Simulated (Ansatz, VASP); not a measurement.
**One calculation of CaO, two programs**

```
Ca O
1.0
     0.00000    2.58718    2.60673
     2.58718    0.00000    2.60673
     2.58718    2.58718    0.00000
Ca O
1 1
Direct
  0.00000 0.00000 0.00000
  0.25000 0.25000 0.25000
```

Change from the starting cell: biaxial_xy strain -0.8%.

Alike in both runs: task single point; functional r2SCAN; k mesh 8 × 8 × 8; no spin polarisation.

|  | VASP | Ansatz |
| --- | --- | --- |
| version | VASP 6.6.1 | Ansatz 0.2.0 |
| potentials or method | VASP PAW PBE potentials, release 64 (Ca_sv, O_h) | plane waves, PAW |
| plane-wave cutoff (eV) | 910 | 500 |
| occupations | gaussian, width 0.01 eV | fixed |
| valence electrons in the cell | 16 | 16 |

|  | VASP | Ansatz | Ansatz less VASP |
| --- | --- | --- | --- |
| gap on the k mesh at the Fermi level (eV) | 3.78 | 3.81 | +0.025 |

VASP's potentials were made for PBE, not for r2SCAN.

Noted on VASP's run: the cutoff is short for stress, so the pressure is rough.
